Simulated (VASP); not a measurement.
# Nb (Pm-3m) in VASP: further runs

Nb is run at these levels: LDA; tasks: single point, relaxation of cell and atoms.

Program: VASP 6.6.1. These are calculated values, not measurements. Logs are shortened: lines on timing, memory, paths and dates and some standing lists are left out, and cuts for length are marked.

## (1) The cell of the first run

The structure is cubic, space group Pm-3m (No. 221). The conventional cell has a = 2.657 Å, b = 2.657 Å, c = 2.657 Å, α = 90.00°, β = 90.00°, γ = 90.00°. Within 3.5 Å of Nb (site symmetry m-3m) lie 6 Nb at 2.66 Å.

This isn't the form of Nb at room conditions, which is bcc.

## (2) Single point, LDA

The input, INCAR:

```
SYSTEM = Nb
PREC     = Accurate       ! precision mode
ENCUT    = 520            ! plane-wave cutoff, eV
EDIFF    = 1E-7           ! SCF threshold, eV
ISMEAR   = -1             ! smearing method
SIGMA    = 0.05           ! smearing width, eV
LREAL    = .FALSE.        ! projectors in reciprocal space
LASPH    = .TRUE.         ! aspherical terms in the spheres
NELM     = 100            ! most SCF steps
ALGO     = Normal         ! electronic algorithm
ISIF     = 2              ! what is computed and relaxed
LWAVE    = .FALSE.        ! write WAVECAR
LCHARG   = .FALSE.        ! write CHGCAR
GGA      = CA             ! functional
NBANDS   = 12             ! bands
```

The input, KPOINTS:

```
regular mesh
0
G
  15 15 15
  0 0 0
```

The input, POSCAR:

```
Nb
1.0
    2.6572971301      0.0000000000      0.0000000000
    0.0000000000      2.6572971301      0.0000000000
    0.0000000000      0.0000000000      2.6572971301
Nb
1
Direct
    0.0000000000      0.0000000000      0.0000000000
```

Potentials or basis: VASP PAW LDA potentials, release 64 (Nb_sv).

The run is started by

```console
$ cat potpaw_LDA.64/Nb_sv/POTCAR > POTCAR
$ mpirun -np 1 vasp_std > vasp.out
```

OUTCAR:

```text
SYSTEM = Nb
   PREC = Accurate
   ENCUT = 520
   EDIFF = 1E-7
   ISMEAR = -1
   LREAL = .FALSE.
   LASPH = .TRUE.
   NELM = 100
   ISIF = 2
   GGA = CA

 ion  position               nearest neighbor table
   1  0.000  0.000  0.000-

  LATTYP: Found a simple cubic cell.
 ALAT       =     2.6572971301

  Lattice vectors:

 A1 = (   2.6572971301,   0.0000000000,   0.0000000000)
 A2 = (   0.0000000000,   2.6572971301,   0.0000000000)
 A3 = (   0.0000000000,   0.0000000000,   2.6572971301)

Analysis of symmetry for initial positions (statically):
=====================================================================
 Subroutine PRICEL returns:
 Original cell was already a primitive cell.

 Routine SETGRP: Setting up the symmetry group for a
 simple cubic supercell.

 Subroutine GETGRP returns: Found 48 space group operations
 (whereof 48 operations were pure point group operations)
 out of a pool of 48 trial point group operations.

The static configuration has the point symmetry O_h .

Analysis of symmetry for dynamics (positions and initial velocities):
=====================================================================
 Subroutine PRICEL returns:
 Original cell was already a primitive cell.

 Routine SETGRP: Setting up the symmetry group for a
 simple cubic supercell.

 Subroutine GETGRP returns: Found 48 space group operations
 (whereof 48 operations were pure point group operations)
 out of a pool of 48 trial point group operations.

The dynamic configuration has the point symmetry O_h .

 Subroutine INISYM returns: Found 48 space group operations
 (whereof 48 operations are pure point group operations),
 and found     1 'primitive' translations

----------------------------------------------------------------------------------------

                                     Primitive cell

  volume of cell :      18.7638

  direct lattice vectors                    reciprocal lattice vectors
     2.657297130  0.000000000  0.000000000     0.376322237  0.000000000  0.000000000
     0.000000000  2.657297130  0.000000000     0.000000000  0.376322237  0.000000000
     0.000000000  0.000000000  2.657297130     0.000000000  0.000000000  0.376322237

  length of vectors
     2.657297130  2.657297130  2.657297130     0.376322237  0.376322237  0.376322237

  position of ions in fractional coordinates (direct lattice)
     0.000000000  0.000000000  0.000000000
[... 81 lines left out ...]
   NFREE  =      0    steps in history (QN), initial steepest desc. (CG)
   ISIF   =      2    stress and relaxation
   ISYM   =      2    0-nonsym 1-usesym 2-fastsym
   POTIM  = 0.5000    time-step for ionic-motion
   TEBEG  =    0.0;   TEEND  =   0.0 temperature during run
   PSTRESS=    0.0 pullay stress
   NELECT =      13.0000    total number of electrons
   NUPDOWN=      -1.0000    fix difference up-down
   EMIN   =  10.00;   EMAX   =-10.00  energy-range for DOS
   EFERMI =   0.00;   METHOD = LEGACY
   ISMEAR =    -1;   SIGMA  =   0.05  broadening in eV -4-tet -1-fermi 0-gaus
   EFERMI_NEDOS =   21; number of points for ismear=-14 and -15
   IALGO  =     38    algorithm
   IMIX   =      4    mixing-type and parameters
     AMIX     =   0.40;   BMIX     =  1.00
     AMIX_MAG =   1.60;   BMIX_MAG =  1.00
  volume/ion in A,a.u.               =      18.76       126.62
  Fermi-wavevector in a.u.,A,eV,Ry     =   1.448602  2.737461 28.551126  2.098449
  Thomas-Fermi vector in A             =   2.566424
   LORBIT       =      0    0 simple, 1 ext, 2 COOP (PROOUT), +10 PAW based schemes
   GGA     = CA    functional components
   LHFCALC =     F    Hartree Fock is set to
   AEXX    =    0.0000 exact exchange contribution
   IVDW    =     0    specifies the selected vdW correction
   LEPSILON=     F    determine dielectric tensor
   LRPA    =     F    only Hartree local field effects (RPA)
 non-spin polarized calculation
  energy-cutoff  :      520.00
  volume of cell :       18.76
 maximum number of plane-waves:       518
 NGX is ok and might be reduce to    20
   NGX =  9   NGY =  9   NGZ =  9

 number of electron      13.0000001 magnetization

 Free energy of the ion-electron system (eV)
  ---------------------------------------------------
  ext. energy  EPLUGINS =         0.00000000
  ---------------------------------------------------
  free energy    TOTEN  =       -10.23378715 eV

  energy without entropy =      -10.21847940  energy(sigma->0) =      -10.22613328

 E-fermi :  10.4922     XC(G=0): -12.3825

 val. band max:       10.4813356698   @ k =   0.4000   0.2000   0.0667
 cond. band min:      10.4923238615   @ k =   0.4667   0.4000   0.2000
 fundamental gap:      0.0109881917
 Fermi energy:        10.4921900544

 k-point     1 :       0.0000    0.0000    0.0000
  band No.  band energies     occupation
      1     -43.8218      2.00000
      2     -19.0962      2.00000
      3     -19.0962      2.00000
      4     -19.0962      2.00000
      5       4.7985      2.00000
      6       7.4762      2.00000
      7       7.4762      2.00000
      8      16.0380      0.00000
      9      16.0380      0.00000
     10      16.0380      0.00000
     11      25.6984      0.00000
     12      25.6984      0.00000
[... 331 lines left out ...]
 k-point    24 :       0.3333    0.2000    0.0000
  band No.  band energies     occupation
      1     -43.5586      2.00000
      2     -20.3725      2.00000
      3     -19.5919      2.00000
      4     -18.9156      2.00000
      5       7.6648      2.00000
      6       8.8858      2.00000
      7      10.5518      0.46583
      8      13.1794      0.00000
      9      13.3530      0.00000
     10      14.9447      0.00000
     11      21.4053      0.00000
     12      25.6594      0.00000

 [... further k-points ...]

------------------------ aborting loop because EDIFF is reached ----------------------------------------

  FORCE on cell =-STRESS in cart. coord.  units (eV):
  Direction    XX          YY          ZZ          XY          YZ          ZX
  --------------------------------------------------------------------------------------
  -------------------------------------------------------------------------------------
  Total        0.1208633      0.1208633      0.1208633      0.0000000      0.0000000     -0.0000000
  in kB       10.3201142     10.3201142     10.3201142      0.0000000      0.0000000     -0.0000000
  external PRESSURE =      10.3201142 kB  Pullay stress =       0.0000000 kB

 VOLUME and BASIS-vectors are now :
 -----------------------------------------------------------------------------
  energy-cutoff  :      520.00
  volume of cell :       18.76
      direct lattice vectors                 reciprocal lattice vectors
     2.657297130  0.000000000  0.000000000     0.376322237  0.000000000  0.000000000
     0.000000000  2.657297130  0.000000000     0.000000000  0.376322237  0.000000000
     0.000000000  0.000000000  2.657297130     0.000000000  0.000000000  0.376322237

 POSITION                                       TOTAL-FORCE (eV/Angst)
 -----------------------------------------------------------------------------------
      0.00000      0.00000      0.00000         0.000000      0.000000      0.000000
 -----------------------------------------------------------------------------------
    total drift:                                0.000000     -0.000000      0.000000

  FREE ENERGIE OF THE ION-ELECTRON SYSTEM (eV)
  ---------------------------------------------------
  free  energy   TOTEN  =       -10.2337871517 eV

  energy  without entropy=      -10.2184793994  energy(sigma->0) =      -10.22613328
```

stdout:

```text
POSCAR found type information on POSCAR Nb
 POSCAR found :  1 types and       1 ions
 scaLAPACK will be used
 LDA part: xc-table for (Slater(with rela. corr.)+CA(PZ))
 , standard interpolation
 POSCAR, INCAR and KPOINTS ok, starting setup
 FFT: planning ... GRIDC
 FFT: planning ... GRID_SOFT
 FFT: planning ... GRID
 WAVECAR not read
 entering main loop
```

Wall time 26 s (1 thread of Intel Xeon 8259CL, shared host); peak memory 0.14 GiB.

What came out:

```
Free energy            : -10.2338 eV
Pressure               : 1.0 GPa
Band gap on the k mesh : zero (an odd number of electrons rules out a gap without spin polarisation)
```

Levels at points of the mesh, in eV from the Fermi level:
```csv
k point,band 3,band 4,band 5,band 6,band 7,band 8,band 9,band 10,band 11,band 12
"(0.00, 0.00, 0.00)",-29.59,-29.59,-5.69,-3.02,-3.02,5.55,5.55,5.55,15.21,15.21
```

## (3) Relaxation of cell and atoms, LDA, target pressure 1.1 GPa, at which the enthalpy is minimised

The input, INCAR:

```
ALGO = Normal
EDIFF = 1E-6
EDIFFG = -0.005
ENCUT = 600
GGA = CA
IBRION = 2
ISIF = 3
ISMEAR = -1
LASPH = True
LCHARG = False
LREAL = False
LWAVE = False
NELM = 60
NSW = 32
PREC = Accurate
PSTRESS = 11.0
SIGMA = 0.05
```

The input, KPOINTS:

```
k-points
0
Gamma
  15 15 15
```

POSCAR is that of step 2.

Potentials or basis: VASP PAW LDA potentials, release 64 (Nb_sv).

The run is started by

```console
$ cat potpaw_LDA.64/Nb_sv/POTCAR > POTCAR
$ mpirun -np 1 vasp_std > vasp.out
```

OUTCAR:

```text
EDIFF = 1E-6
   EDIFFG = -0.005
   ENCUT = 600
   GGA = CA
   IBRION = 2
   ISIF = 3
   ISMEAR = -1
   LASPH = True
   LREAL = False
   NELM = 60
   NSW = 32
   PREC = Accurate
   PSTRESS = 11.0

 ion  position               nearest neighbor table
   1  0.000  0.000  0.000-

  LATTYP: Found a simple cubic cell.
 ALAT       =     2.6572971301

  Lattice vectors:

 A1 = (   2.6572971301,   0.0000000000,   0.0000000000)
 A2 = (   0.0000000000,   2.6572971301,   0.0000000000)
 A3 = (   0.0000000000,   0.0000000000,   2.6572971301)

Analysis of symmetry for initial positions (statically):
=====================================================================
 Subroutine PRICEL returns:
 Original cell was already a primitive cell.

 Routine SETGRP: Setting up the symmetry group for a
 simple cubic supercell.

 Subroutine GETGRP returns: Found 48 space group operations
 (whereof 48 operations were pure point group operations)
 out of a pool of 48 trial point group operations.

The static configuration has the point symmetry O_h .

Analysis of symmetry for dynamics (positions and initial velocities):
=====================================================================
 Subroutine PRICEL returns:
 Original cell was already a primitive cell.

 Routine SETGRP: Setting up the symmetry group for a
 simple cubic supercell.

 Subroutine GETGRP returns: Found 48 space group operations
 (whereof 48 operations were pure point group operations)
 out of a pool of 48 trial point group operations.

The dynamic configuration has the point symmetry O_h .

 Subroutine INISYM returns: Found 48 space group operations
 (whereof 48 operations are pure point group operations),
 and found     1 'primitive' translations

----------------------------------------------------------------------------------------

[... 111 lines left out ...]
  volume/ion in A,a.u.               =      18.76       126.62
  Fermi-wavevector in a.u.,A,eV,Ry     =   1.448602  2.737461 28.551126  2.098449
  Thomas-Fermi vector in A             =   2.566424
   LORBIT       =      0    0 simple, 1 ext, 2 COOP (PROOUT), +10 PAW based schemes
   GGA     = CA    functional components
   LHFCALC =     F    Hartree Fock is set to
   AEXX    =    0.0000 exact exchange contribution
   IVDW    =     0    specifies the selected vdW correction
   LEPSILON=     F    determine dielectric tensor
   LRPA    =     F    only Hartree local field effects (RPA)
 conjugate gradient relaxation of ions
 non-spin polarized calculation
  energy-cutoff  :      600.00
  volume of cell :       18.76
 maximum number of plane-waves:       639
 NGX is ok and might be reduce to    24
   NGX = 11   NGY = 11   NGZ = 11

 number of electron      13.0000002 magnetization

 Free energy of the ion-electron system (eV)
  ---------------------------------------------------
  ext. energy  EPLUGINS =         0.00000000
  ---------------------------------------------------
  free energy    TOTEN  =       -10.23407973 eV

  energy without entropy =      -10.21877063  energy(sigma->0) =      -10.22642518

 E-fermi :  10.4918     XC(G=0): -12.3825

 val. band max:       10.4808589072   @ k =   0.4000   0.2000   0.0667
 cond. band min:      10.4919972559   @ k =   0.4667   0.4000   0.2000
 fundamental gap:      0.0111383488
 Fermi energy:        10.4917756639

 k-point     1 :       0.0000    0.0000    0.0000
  band No.  band energies     occupation
      1     -43.8225      2.00000
      2     -19.0969      2.00000
      3     -19.0969      2.00000
      4     -19.0969      2.00000
      5       4.7972      2.00000
      6       7.4760      2.00000
      7       7.4760      2.00000
      8      16.0376      0.00000
      9      16.0376      0.00000
     10      16.0376      0.00000
[... 287 lines left out ...]
 k-point    24 :       0.3333    0.2000    0.0000
  band No.  band energies     occupation
      1     -43.5593      2.00000
      2     -20.3732      2.00000
      3     -19.5926      2.00000
      4     -18.9163      2.00000
      5       7.6641      2.00000
      6       8.8855      2.00000
      7      10.5514      0.46552
      8      13.1789      0.00000
      9      13.3526      0.00000
     10      14.9443      0.00000

 [... further k-points ...]
[... 5 lines left out ...]
  --------------------------------------------------------------------------------------
  -------------------------------------------------------------------------------------
  Total        0.1303378      0.1303378      0.1303378     -0.0000000     -0.0000000      0.0000000
  in kB       11.1291107     11.1291107     11.1291107     -0.0000000     -0.0000000      0.0000000
  external PRESSURE =       0.1291107 kB  Pullay stress =      11.0000000 kB

 VOLUME and BASIS-vectors are now :
 -----------------------------------------------------------------------------
  energy-cutoff  :      600.00
  volume of cell :       18.76
      direct lattice vectors                 reciprocal lattice vectors
     2.657297130  0.000000000  0.000000000     0.376322237  0.000000000  0.000000000
     0.000000000  2.657297130  0.000000000     0.000000000  0.376322237  0.000000000
     0.000000000  0.000000000  2.657297130     0.000000000  0.000000000  0.376322237

 POSITION                                       TOTAL-FORCE (eV/Angst)
 -----------------------------------------------------------------------------------
      0.00000      0.00000      0.00000         0.000000      0.000000      0.000000
 -----------------------------------------------------------------------------------
    total drift:                                0.000000     -0.000000      0.000000

  FREE ENERGIE OF THE ION-ELECTRON SYSTEM (eV)
  ---------------------------------------------------
  free  energy   TOTEN  =       -10.2340797341 eV

  energy  without entropy=      -10.2187706290  energy(sigma->0) =      -10.22642518

  enthalpy is  TOTEN    =       -10.1052540497 eV   P V=        0.1288256844

 reached required accuracy - stopping structural energy minimisation
```

OSZICAR:

```text
N       E                     dE             d eps       ncg     rms          rms(c)
DAV:   1     0.138732263243E+03    0.13873E+03   -0.79345E+03  2400   0.144E+03
DAV:   2    -0.255462908168E+01   -0.14129E+03   -0.13716E+03  2610   0.496E+02
DAV:   3    -0.101263366963E+02   -0.75717E+01   -0.70714E+01  3756   0.100E+02
DAV:   4    -0.104939142077E+02   -0.36758E+00   -0.36032E+00  3640   0.193E+01
DAV:   5    -0.105088104107E+02   -0.14896E-01   -0.14864E-01  3630   0.328E+00    0.707E+00
DAV:   6    -0.102479026102E+02    0.26091E+00   -0.59511E-01  3736   0.104E+01    0.273E+00
DAV:   7    -0.102296184499E+02    0.18284E-01   -0.12990E-01  3812   0.489E+00    0.910E-01
DAV:   8    -0.102339858089E+02   -0.43674E-02   -0.12528E-02  2790   0.163E+00    0.412E-02
DAV:   9    -0.102340769999E+02   -0.91191E-04   -0.13926E-03  4514   0.353E-01    0.709E-02
DAV:  10    -0.102340710853E+02    0.59146E-05   -0.10112E-05  2760   0.390E-02    0.837E-02
DAV:  11    -0.102340798071E+02   -0.87217E-05   -0.76082E-05  2588   0.176E-01    0.444E-03
DAV:  12    -0.102340797341E+02    0.72972E-07   -0.45142E-07  1386   0.123E-02
   1 F= -.10105254E+02 E0= -.10097599E+02  d E =-.101053E+02
```

Run time: 17 s. Hardware: 1 thread of Intel Xeon 8259CL, shared host; peak memory 0.15 GiB.

Results:

- Free energy: -10.2341 eV
- Pressure after relaxing: 1.1 GPa
- Band gap on the k mesh: zero (an odd number of electrons rules out a gap without spin polarisation)

Final structure:
```
Nb
1.0
     2.65730    0.00000    0.00000
     0.00000    2.65730    0.00000
     0.00000    0.00000    2.65730
Nb
1
Direct
  0.00000 0.00000 0.00000
```

Caveat: the relaxation stopped at its first step, so nothing moved; the cell is relaxed towards a set pressure, so the run minimises the enthalpy, not the energy.

## (4) Relaxation of cell and atoms, LDA, target pressure 1.1 GPa, at which the enthalpy is minimised

This run uses another cell than the first one, of 19.02 Å³/atom.

The input, INCAR:

```
  ALGO = Normal
  EDIFF = 1E-6
  EDIFFG = -0.005
  ENCUT = 600
  IBRION = 2
  ISIF = 3
  ISMEAR = -1
  LASPH = T
  LCHARG = F
  LREAL = F
  LWAVE = F
  NELM = 100
  NSW = 60
  PREC = Accurate
  PSTRESS = 11.0
  SIGMA = 0.05
```

KPOINTS is that of step 3.

The input, POSCAR:

```
Nb
1.0
    2.6692629436      0.0000000000      0.0000000000
    0.0000000000      2.6692629436      0.0000000000
    0.0000000000      0.0000000000      2.6692629436
Nb
1
Direct
    0.0000000000      0.0000000000      0.0000000000
```

The run is started by

```console
$ cat potpaw_LDA.64/Nb_sv/POTCAR > POTCAR
$ mpirun -np 1 vasp_std > vasp.out
```

It took 40 s on 1 thread of Intel Xeon 8259CL, shared host; peak memory 0.16 GiB.

Results (log left out):

| Property | Result |
| --- | --- |
| Free energy | -10.2342 eV |
| Relaxed volume | 18.76 Å³/atom |
| Relaxed cell | a = 2.657 Å, b = 2.657 Å, c = 2.657 Å, α = 90.00°, β = 90.00°, γ = 90.00° |
| Space group after relaxing (to 0.1 Å) | Pm-3m (No. 221) |
| Energy change on relaxing (the run minimises the enthalpy) | +0.2 meV/atom |
| Ionic steps | 3 |
| Pressure after relaxing | 1.1 GPa |
| Band gap on the k mesh | zero (an odd number of electrons rules out a gap without spin polarisation) |

The path:
| step | energy change (eV) | largest force (eV/Å) | pressure (GPa) | volume (Å³) |
| --- | --- | --- | --- | --- |
| 1 | 0.0000 | 0.0000 | -0.85 | 19.02 |
| 2 | 0.0064 | 0.0000 | 4.24 | 18.39 |
| 3 | 0.0002 | 0.0000 | 1.09 | 18.76 |

Final structure:
```
Nb
1.0
     2.65734    0.00000    0.00000
     0.00000    2.65734    0.00000
     0.00000    0.00000    2.65734
Nb
1
Direct
  0.00000 0.00000 0.00000
```

Levels at points of the mesh, in eV from the Fermi level:
```tsv
k point	band 5	band 6	band 7	band 8	band 9	band 10
(0.00, 0.00, 0.00)	-5.69	-3.02	-3.02	5.55	5.55	5.55
```

Caveat: the cell is relaxed towards a set pressure, so the run minimises the enthalpy, not the energy.

## (5) The runs side by side

| task | cell | cutoff (eV) | gap on the mesh (eV) | pressure (GPa) |
| --- | --- | --- | --- | --- |
| single point | a = 2.657 Å, 1 atom | 520 | none | 1.0 |
| relaxation of cell and atoms | relaxed to 1.1 GPa from a = 2.657 Å, 1 atom | 600 | none | 1.1 |
| relaxation of cell and atoms | relaxed to 1.1 GPa from a = 2.669 Å, 1 atom | 600 | none | 1.1 |

Alike in all rows: level LDA; potentials or basis VASP PAW LDA potentials, release 64 (Nb_sv); no spin polarisation; k mesh 15 × 15 × 15; smearing fermi-dirac 0.05 eV.

Caveats: the cell is relaxed towards a set pressure, so the run minimises the enthalpy, not the energy (at least some runs); the relaxation stopped at its first step, so nothing moved (at least some runs).

Total energies depend on the potentials used, so only differences within one code and one set of settings carry meaning.
